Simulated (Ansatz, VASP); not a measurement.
**ZnS in VASP and in Ansatz**

```
Zn S
1.0
     3.90059    0.00000    0.00000
    -1.95029    3.37801    0.00000
     0.00000    0.00000    6.40009
Zn S
2 2
Direct
  0.33333 0.66667 0.00011
  0.66667 0.33333 0.50011
  0.33333 0.66667 0.37489
  0.66667 0.33333 0.87489
```

Change from the starting cell: hydrostatic strain +2.5%.

Alike in both runs: task single point; functional PBE; k mesh 12 × 12 × 4; occupations fermi-dirac, width 0.02 eV; no spin polarisation.

|  | VASP | Ansatz |
| --- | --- | --- |
| version | VASP 6.6.1 | Ansatz 0.2.0 |
| potentials or method | VASP PAW PBE potentials, release 64 (Zn, S) | plane waves, PAW |
| plane-wave cutoff (eV) | 520 | 420 |
| valence electrons in the cell | 36 | 36 |

VASP gave:

| Quantity | Value |
| --- | --- |
| gap on the k mesh at the Fermi level (eV) | 1.89 |
| pressure (GPa) | -2.6 |
| traceless stress, the component that is largest in VASP (GPa) | -0.09 |

Problem. Estimate Ansatz's values.

Solution. gap on the k mesh at the Fermi level (eV): 1.89; pressure (GPa): -2.7; traceless stress, the component that is largest in VASP (GPa): -0.10.
